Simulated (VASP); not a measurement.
Input of a VASP 6.6.1 run:

Contents of INCAR:

```
SYSTEM = Ge
  PREC = Accurate
  ENCUT = 600
  EDIFF = 1E-7
  ISMEAR = 0
  SIGMA = 0.1
  LREAL = .False.
  LASPH = .True.
  NELM = 60
  ALGO = Normal
  ISIF = 3
  LWAVE = .False.
  LCHARG = .False.
  GGA = PE
  IBRION = 2
  NSW = 70
  EDIFFG = -0.008
  PSTRESS = 40.0
```

KPOINTS

```
regular mesh
0
Gamma
  12 12 12
  0 0 0
```

The input POSCAR:

```
Ge
1.0
    0.0000000000      2.8228159543      2.8228159543
    2.8228159543      0.0000000000      2.8228159543
    2.8228159543      2.8228159543      0.0000000000
Ge
2
Direct
    0.5000000000      0.5000000000      0.5000000000
    0.7500000000      0.7500000000      0.7500000000
```

Potentials or basis: VASP PAW PBE potentials, release 64 (Ge_d).

Command:

```sh
$ cat potpaw_PBE.64/Ge_d/POTCAR > POTCAR
$ mpirun -np 1 vasp_std > vasp.out
```

Problem. Predict the relaxed cell.

Solution. a = 3.994 Å, b = 3.994 Å, c = 3.994 Å, α = 60.00°, β = 60.00°, γ = 60.00°.

Problem. Estimate the band gap on the k mesh.

Solution. 0.08 eV.

Final structure:
```cif
data_structure
_symmetry_space_group_name_H-M 'P 1'
_symmetry_Int_Tables_number 1
_cell_length_a 3.9940
_cell_length_b 3.9940
_cell_length_c 3.9940
_cell_angle_alpha 60.000
_cell_angle_beta 60.000
_cell_angle_gamma 60.000
_cell_volume 45.05
loop_
_atom_site_label
_atom_site_type_symbol
_atom_site_fract_x
_atom_site_fract_y
_atom_site_fract_z
_atom_site_occupancy
Ge1 Ge 0.50000 0.50000 0.50000 1
Ge2 Ge 0.75000 0.75000 0.75000 1
```

Caveat: the cell is relaxed towards a set pressure, so the run minimises the enthalpy, not the energy; semilocal functionals underestimate gaps, and a narrow one can read as zero. A k mesh can miss the band edges.
